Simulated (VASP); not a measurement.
**CdS (CsCl type): density of states with PBE**

CdS (CsCl type):

```
Cd S
1.0
     2.61327    0.00000    0.00000
     0.00000    2.61327    0.00000
     0.00000    0.00000    2.61327
Cd S
1 1
Direct
  0.00000 0.00000 0.00000
  0.50000 0.50000 0.50000
```

This cell differs from its parent crystal: volume scaled by 0.45.

```yaml
Program: VASP 6.6.1
Task: density of states
Functional: PBE
Potentials_or_basis: VASP PAW PBE potentials, release 64 (Cd, S)
Cutoff: 520 eV
k_mesh: 14 × 14 × 14
Occupations: fermi-dirac, width 0.05 eV
Spin: no spin polarisation
Dipole_correction: no
k_mesh_for_the_DOS: 21 × 21 × 21
Occupations_for_the_DOS: tetrahedron
Further_INCAR_settings: ALGO = Normal; EDIFF = 1e-07
```

* Valence electrons inside the program's atomic spheres: Cd 11.46; S 4.19

Levels at points of the mesh, in eV from the Fermi level:
```tsv
k point	band 6	band 7	band 8	band 9	band 10	band 11	band 12	band 13
(0.00, 0.00, 0.00)	-10.95	-3.60	-3.60	-3.60	5.29	5.29	5.54	17.96
```

Run time: 24 s on 1 thread of Intel(R) Xeon(R) 6975P-C (Granite Rapids), with other jobs on the host, peak memory 0.18 GiB.
